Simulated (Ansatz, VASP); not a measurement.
CoO: VASP beside Ansatz

```
Co O
1.0
     0.00000    2.11719    2.11719
     2.11719    0.00000    2.11719
     2.11719    2.11719    0.00000
Co O
1 1
Direct
  0.00000 0.00000 0.00000
  0.50000 0.50000 0.50000
```

Change from the starting cell: volume scaled by 0.98.

Alike in both runs: task single point; functional PBE; k mesh 15 × 15 × 15; occupations fermi-dirac, width 0.05 eV; collinear spin.

```csv
,VASP,Ansatz
version,VASP 6.6.1,Ansatz 0.2.0
potentials or method,"VASP PAW PBE potentials, release 64 (Co, O), cutoff 520 eV","all-electron LAPW, scalar-relativistic"
```

Ansatz gave:

| Quantity | Value |
| --- | --- |
| pressure (GPa) | 1.6 |
| net moment per atom (μB) | 1.44 |
| size of the moment on the site where the two differ most (μB) | 2.56 |

Question: Estimate VASP's values.

Answer: Pressure (GPa): 0.9; net moment per atom (μB): 1.42; size of the moment on the site where the two differ most (μB): 2.52.

Site moments also hang on the region over which each program counts them. Ansatz ran all-electron here, and VASP with PAW potentials.
